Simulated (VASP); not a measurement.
# TbGa2O3 (P4/mmm) in VASP: single point with PBE

Aim: the single point of TbGa2O3 with PBE.

All numbers are computed with VASP 6.6.1; they aren't measurements. Logs are shortened: lines on timing, memory, paths and dates and some standing lists are left out, and cuts for length are marked.

**1. The cell of the first run**

The structure is tetragonal, space group P4/mmm (No. 123). Conventional cell: a = 3.202 Å, b = 3.202 Å, c = 8.385 Å, α = 90.00°, β = 90.00°, γ = 90.00°. Within 3.0 Å of Tb (site symmetry 4/mmm) lie 6 O at 2.26 to 2.33 Å. Ga (site symmetry 4mm) has 5 O at 2.33 to 2.88 Å and 5 Ga at 2.62 to 3.20 Å within 3.3 Å. Within 3.3 Å of O (site symmetry 4mm) lie 1 Tb at 2.33 Å and 4 Ga at 2.33 Å and 8 O at 3.20 to 3.25 Å. Within 3.0 Å of O (site symmetry 4/mmm) lie 4 Tb at 2.26 Å and 2 Ga at 2.88 Å.

**2. Single point, PBE**

INCAR

```
  ALGO = Normal
  EDIFF = 1E-6
  ENCUT = 600
  GGA = PE
  GGA_COMPAT = F
  ISIF = 2
  ISMEAR = 0
  LASPH = T
  LCHARG = T
  LELF = T
  LMAXMIX = 6
  LREAL = F
  LVHAR = T
  LWAVE = F
  NBANDS = 65
  NELM = 200
  PREC = Accurate
  SIGMA = 0.2
```

KPOINTS

```
k-points
0
Gamma
  6 6 2
```

POSCAR

```
TbGa2O3
1.0
    3.2023373789      0.0000000000      0.0000000000
    0.0000000000      3.2023373789      0.0000000000
    0.0000000000      0.0000000000     16.7691645907
Tb Ga O
2 4 6
Direct
    0.5000000000      0.5000000000      0.2500000000
    0.5000000000      0.5000000000      0.7500000000
    0.0000000000      0.0000000000      0.0782282624
    0.0000000000      0.0000000000      0.5782282624
    0.0000000000      0.0000000000      0.4217717376
    0.0000000000      0.0000000000      0.9217717376
    0.5000000000      0.5000000000      0.1112481070
    0.5000000000      0.5000000000      0.6112481070
    0.5000000000      0.5000000000      0.3887518930
    0.5000000000      0.5000000000      0.8887518930
    0.0000000000      1.0000000000      0.2500000000
    0.0000000000      1.0000000000      0.7500000000
```

Potentials or basis: VASP PAW PBE potentials, release 64 (Tb_3, Ga_d, O), 4f in core.

The run is started by

```bash
$ cat potpaw_PBE.64/Tb_3/POTCAR potpaw_PBE.64/Ga_d/POTCAR potpaw_PBE.64/O/POTCAR > POTCAR
$ mpirun -np 1 vasp_std > vasp.out
```

OUTCAR:

```text
EDIFF = 1E-6
   ENCUT = 600
   GGA = PE
   ISIF = 2
   ISMEAR = 0
   LASPH = T
   LREAL = F
   NELM = 200
   PREC = Accurate

 ion  position               nearest neighbor table
   1  0.500  0.500  0.250-  11 2.26  11 2.26  11 2.26  11 2.26   7 2.33   9 2.33
   2  0.500  0.500  0.750-  12 2.26  12 2.26  12 2.26  12 2.26   8 2.33  10 2.33
   3  0.000  0.000  0.078-   7 2.33   7 2.33   7 2.33   7 2.33   6 2.62
   4  0.000  0.000  0.578-   8 2.33   8 2.33   8 2.33   8 2.33   5 2.62
   5  0.000  0.000  0.422-   9 2.33   9 2.33   9 2.33   9 2.33   4 2.62
   6  0.000  0.000  0.922-  10 2.33  10 2.33  10 2.33  10 2.33   3 2.62
   7  0.500  0.500  0.111-   1 2.33   3 2.33   3 2.33   3 2.33   3 2.33
   8  0.500  0.500  0.611-   2 2.33   4 2.33   4 2.33   4 2.33   4 2.33
   9  0.500  0.500  0.389-   1 2.33   5 2.33   5 2.33   5 2.33   5 2.33
  10  0.500  0.500  0.889-   2 2.33   6 2.33   6 2.33   6 2.33   6 2.33
  11  0.000  0.000  0.250-   1 2.26   1 2.26   1 2.26   1 2.26
  12  0.000  0.000  0.750-   2 2.26   2 2.26   2 2.26   2 2.26

  LATTYP: Found a simple tetragonal cell.
 ALAT       =     3.2023373789
 C/A-ratio  =     5.2365390047

  Lattice vectors:

 A1 = (   3.2023373789,   0.0000000000,   0.0000000000)
 A2 = (   0.0000000000,   3.2023373789,   0.0000000000)
 A3 = (   0.0000000000,   0.0000000000,  16.7691645907)

Analysis of symmetry for initial positions (statically):
=====================================================================
 Subroutine PRICEL returns following result:

  LATTYP: Found a simple tetragonal cell.
 ALAT       =     3.2023373789
 C/A-ratio  =     2.6182695023

  Lattice vectors:

 A1 = (   3.2023373789,   0.0000000000,   0.0000000000)
 A2 = (   0.0000000000,   3.2023373789,   0.0000000000)
 A3 = (   0.0000000000,   0.0000000000,   8.3845822954)

   2 primitive cells build up your supercell.

 Routine SETGRP: Setting up the symmetry group for a
 simple tetragonal supercell.

 Subroutine GETGRP returns: Found 16 space group operations
 (whereof 16 operations were pure point group operations)
 out of a pool of 16 trial point group operations.

The static configuration has the point symmetry D_4h.

Analysis of symmetry for dynamics (positions and initial velocities):
=====================================================================
 Subroutine PRICEL returns following result:

  LATTYP: Found a simple tetragonal cell.
 ALAT       =     3.2023373789
 C/A-ratio  =     2.6182695023

  Lattice vectors:

 A1 = (   3.2023373789,   0.0000000000,   0.0000000000)
 A2 = (   0.0000000000,   3.2023373789,   0.0000000000)
 A3 = (   0.0000000000,   0.0000000000,   8.3845822954)

   2 primitive cells build up your supercell.

 Routine SETGRP: Setting up the symmetry group for a
 simple tetragonal supercell.

 Subroutine GETGRP returns: Found 16 space group operations
 (whereof 16 operations were pure point group operations)
 out of a pool of 16 trial point group operations.

The dynamic configuration has the point symmetry D_4h.

 Subroutine INISYM returns: Found 16 space group operations
 (whereof 16 operations are pure point group operations),
 and found     2 'primitive' translations

----------------------------------------------------------------------------------------

                                     Primitive cell

  volume of cell :      85.9836

  direct lattice vectors                    reciprocal lattice vectors
     3.202337379  0.000000000  0.000000000     0.312271907  0.000000000  0.000000000
     0.000000000  3.202337379  0.000000000     0.000000000  0.312271907  0.000000000
     0.000000000  0.000000000  8.384582295     0.000000000  0.000000000  0.119266526

  length of vectors
     3.202337379  3.202337379  8.384582295     0.312271907  0.312271907  0.119266526

  position of ions in fractional coordinates (direct lattice)
     0.500000000  0.500000000  0.500000000
     0.000000000  0.000000000  0.156456525
     0.000000000  0.000000000  0.843543475
     0.500000000  0.500000000  0.222496214
     0.500000000  0.500000000  0.777503786
     0.000000000  0.000000000  0.500000000

  ion indices of the primitive-cell ions
   primitive index   ion index
                 1           1
                 2           3
                 3           5
                 4           7
                 5           9
                 6          11

----------------------------------------------------------------------------------------

 KPOINTS: k-points

Automatic generation of k-mesh.
 Grid dimensions read from file:
 generate k-points for:    6    6    2

 Generating k-lattice:

  Cartesian coordinates                     Fractional coordinates (reciprocal lattice)
     0.052045318  0.000000000  0.000000000     0.166666667  0.000000000  0.000000000
     0.000000000  0.052045318  0.000000000     0.000000000  0.166666667  0.000000000
     0.000000000  0.000000000  0.029816631     0.000000000  0.000000000  0.500000000

  Length of vectors
     0.052045318  0.052045318  0.029816631

  Shift w.r.t. Gamma in fractional coordinates (k-lattice)
     0.000000000  0.000000000  0.000000000

 Subroutine IBZKPT returns following result:
 ===========================================

 Found     20 irreducible k-points:

 Following reciprocal coordinates:
            Coordinates               Weight
  0.000000  0.000000  0.000000      1.000000
  0.166667  0.000000  0.000000      4.000000
  0.333333  0.000000  0.000000      4.000000
  0.500000  0.000000  0.000000      2.000000
  0.166667  0.166667  0.000000      4.000000
  0.333333  0.166667  0.000000      8.000000
[... 12 lines left out ...]
  0.500000  0.333333  0.500000      4.000000
  0.500000  0.500000  0.500000      1.000000
   k-points           NKPTS =     20   k-points in BZ     NKDIM =     20   number of bands    NBANDS=     65
   number of dos      NEDOS =    301   number of ions     NIONS =     12
   total plane-waves  NPLWV = 109760
   dimension x,y,z NGX =    28 NGY =   28 NGZ =  140
   dimension x,y,z NGXF=    56 NGYF=   56 NGZF=  280
   ions per type =               2   4   6
   NGX,Y,Z   is equivalent  to a cutoff of  14.54, 14.54, 13.88 a.u.
   NGXF,Y,Z  is equivalent  to a cutoff of  29.07, 29.07, 27.76 a.u.
 SYSTEM =  unknown system
   PREC   = accura    normal or accurate (medium, high low for compatibility)
   ISTART =      0    job   : 0-new  1-cont  2-samecut
   ICHARG =      2    charge: 1-file 2-atom 10-const
   ISPIN  =      1    spin polarized calculation?
   LNONCOLLINEAR =      F non collinear calculations
   LSORBIT =      F    spin-orbit coupling
   LASPH  =      T    aspherical Exc in radial PAW
   ENCUT  =  600.0 eV  44.10 Ry    6.64 a.u.   6.40  6.40 33.49*2*pi/ulx,y,z
   NELM   =    200;   NELMIN=  2; NELMDL= -5     # of ELM steps
   EDIFF  = 0.1E-05   stopping-criterion for ELM
   LREAL  =      F    real-space projection
   EDIFFG = 0.1E-04   stopping-criterion for IOM
   NSW    =      0    number of steps for IOM
   IBRION =     -1    ionic relax: 0-MD 1-quasi-New 2-CG
   NFREE  =      0    steps in history (QN), initial steepest desc. (CG)
   ISIF   =      2    stress and relaxation
   ISYM   =      2    0-nonsym 1-usesym 2-fastsym
   POTIM  = 0.5000    time-step for ionic-motion
   TEBEG  =    0.0;   TEEND  =   0.0 temperature during run
   PSTRESS=    0.0 pullay stress
   NELECT =     106.0000    total number of electrons
   NUPDOWN=      -1.0000    fix difference up-down
   EMIN   =  10.00;   EMAX   =-10.00  energy-range for DOS
   EFERMI =   0.00;   METHOD = LEGACY
   ISMEAR =     0;   SIGMA  =   0.20  broadening in eV -4-tet -1-fermi 0-gaus
   EFERMI_NEDOS =   21; number of points for ismear=-14 and -15
   IALGO  =     38    algorithm
   IMIX   =      4    mixing-type and parameters
     AMIX     =   0.40;   BMIX     =  1.00
     AMIX_MAG =   1.60;   BMIX_MAG =  1.00
  volume/ion in A,a.u.               =      14.33        96.71
  Fermi-wavevector in a.u.,A,eV,Ry     =   1.393247  2.632856 26.410792  1.941138
  Thomas-Fermi vector in A             =   2.516912
   LORBIT       =      0    0 simple, 1 ext, 2 COOP (PROOUT), +10 PAW based schemes
   GGA     = PE    functional components
   LHFCALC =     F    Hartree Fock is set to
   AEXX    =    0.0000 exact exchange contribution
   IVDW    =     0    specifies the selected vdW correction
   LEPSILON=     F    determine dielectric tensor
   LRPA    =     F    only Hartree local field effects (RPA)
 non-spin polarized calculation
 Gauss-broadening in eV      SIGMA  =   0.20
  energy-cutoff  :      600.00
  volume of cell :      171.97
 maximum number of plane-waves:      5782
 NGX is ok and might be reduce to    28
   NGX = 13   NGY = 13   NGZ = 67

 number of electron     106.0000004 magnetization

 Free energy of the ion-electron system (eV)
  ---------------------------------------------------
  ext. energy  EPLUGINS =         0.00000000
  ---------------------------------------------------
  free energy    TOTEN  =       -72.33427537 eV

  energy without entropy =      -72.29408309  energy(sigma->0) =      -72.31417923

 E-fermi :   5.1676     XC(G=0): -10.8730

 val. band max:        5.1198691377   @ k =   0.3333   0.3333   0.5000
 cond. band min:       5.2183749889   @ k =   0.3333   0.3333   0.0000
 fundamental gap:      0.0985058512
 Fermi energy:         5.1675988266

 k-point     1 :       0.0000    0.0000    0.0000
  band No.  band energies     occupation
      1     -17.8699      2.00000
      2     -17.8686      2.00000
      3     -17.2625      2.00000
      4     -17.2625      2.00000
      5     -17.2625      2.00000
      6     -17.2625      2.00000
[... 57 lines left out ...]
     64       9.9235      0.00000
     65      10.5772      0.00000

 k-point     2 :       0.1667    0.0000    0.0000
  band No.  band energies     occupation
      1     -17.9592      2.00000
      2     -17.9592      2.00000
      3     -17.8276      2.00000
      4     -17.8266      2.00000
      5     -17.2096      2.00000
      6     -17.2096      2.00000
[... 1281 lines left out ...]
     64       8.4660      0.00000
     65      11.4879      0.00000

------------------------ aborting loop because EDIFF is reached ----------------------------------------

  FORCE on cell =-STRESS in cart. coord.  units (eV):
  Direction    XX          YY          ZZ          XY          YZ          ZX
  --------------------------------------------------------------------------------------
  -------------------------------------------------------------------------------------
  Total        1.2338225      1.2338225      0.0627210      0.0000000      0.0000000      0.0000000
  in kB       11.4952304     11.4952304      0.5843564      0.0000000      0.0000000      0.0000000
  external PRESSURE =       7.8582724 kB  Pullay stress =       0.0000000 kB

 VOLUME and BASIS-vectors are now :
 -----------------------------------------------------------------------------
  energy-cutoff  :      600.00
  volume of cell :      171.97
      direct lattice vectors                 reciprocal lattice vectors
     3.202337379  0.000000000  0.000000000     0.312271907  0.000000000  0.000000000
     0.000000000  3.202337379  0.000000000     0.000000000  0.312271907  0.000000000
     0.000000000  0.000000000 16.769164591     0.000000000  0.000000000  0.059633263

 POSITION                                       TOTAL-FORCE (eV/Angst)
 -----------------------------------------------------------------------------------
      1.60117      1.60117      4.19229         0.000000      0.000000      0.000000
      1.60117      1.60117     12.57687         0.000000      0.000000      0.000000
      0.00000      0.00000      1.31182        -0.000000      0.000000     -0.054459
      0.00000      0.00000      9.69640        -0.000000      0.000000     -0.054459
      0.00000      0.00000      7.07276        -0.000000      0.000000      0.054459
      0.00000      0.00000     15.45734        -0.000000      0.000000      0.054459
      1.60117      1.60117      1.86554        -0.000000     -0.000000      0.060338
      1.60117      1.60117     10.25012         0.000000     -0.000000      0.060338
      1.60117      1.60117      6.51904        -0.000000     -0.000000     -0.060338
      1.60117      1.60117     14.90363         0.000000      0.000000     -0.060338
      0.00000      0.00000      4.19229         0.000000      0.000000      0.000000
      0.00000      0.00000     12.57687         0.000000      0.000000      0.000000
 -----------------------------------------------------------------------------------
    total drift:                               -0.000000      0.000000      0.000000

  FREE ENERGIE OF THE ION-ELECTRON SYSTEM (eV)
  ---------------------------------------------------
  free  energy   TOTEN  =       -72.3342753700 eV

  energy  without entropy=      -72.2940830865  energy(sigma->0) =      -72.31417923
```

Run time: 3.9 min. Hardware: 1 thread of Intel Xeon 6975P-C (Granite Rapids), shared host; peak memory 0.44 GiB.

What came out:

- Free energy: -72.3343 eV
- Pressure: 0.8 GPa
- Largest force: 0.060 eV/Å
- Band gap on the k mesh: zero (bands 53 and 54 overlap by 2.96 eV)

Forces in eV/Å, atoms in the order of the input:
```
Tb   0.000  0.000  0.000
Tb   0.000  0.000  0.000
Ga   0.000  0.000 -0.054
Ga   0.000  0.000 -0.054
Ga   0.000  0.000  0.054
Ga   0.000  0.000  0.054
O    0.000  0.000  0.060
O    0.000  0.000  0.060
O    0.000  0.000 -0.060
O    0.000  0.000 -0.060
O    0.000  0.000  0.000
O    0.000  0.000  0.000
```

Levels at points of the mesh, in eV from the Fermi level:
```csv
k point,band 52,band 53,band 54,band 55,band 56,band 57
"(0.00, 0.00, 0.00)",-3.15,-2.30,-1.67,-0.96,-0.96,0.42
"(0.50, 0.00, 0.00)",-2.15,0.81,1.11,1.72,1.85,2.94
"(0.50, 0.50, 0.00)",-2.95,-1.93,-1.16,1.26,1.26,1.56
"(0.00, 0.00, 0.50)",-3.46,-1.97,-1.97,-0.96,-0.96,0.86
"(0.50, 0.00, 0.50)",-2.28,0.96,0.96,1.79,1.79,3.01
"(0.50, 0.50, 0.50)",-3.08,-1.54,-1.54,1.40,1.40,1.40
```

Caveat: spin-orbit coupling is left out, which moves the levels of the heavy elements; the 4f electrons are frozen in the core, so they carry no moment and show no levels; the run has no spin polarisation, though such a crystal can be magnetic. With open d or f shells a metallic result of PBE can be an artefact of self-interaction; +U or a hybrid may open a gap.

The gap in the log of VASP goes by the Fermi energy; the results here count the filled bands.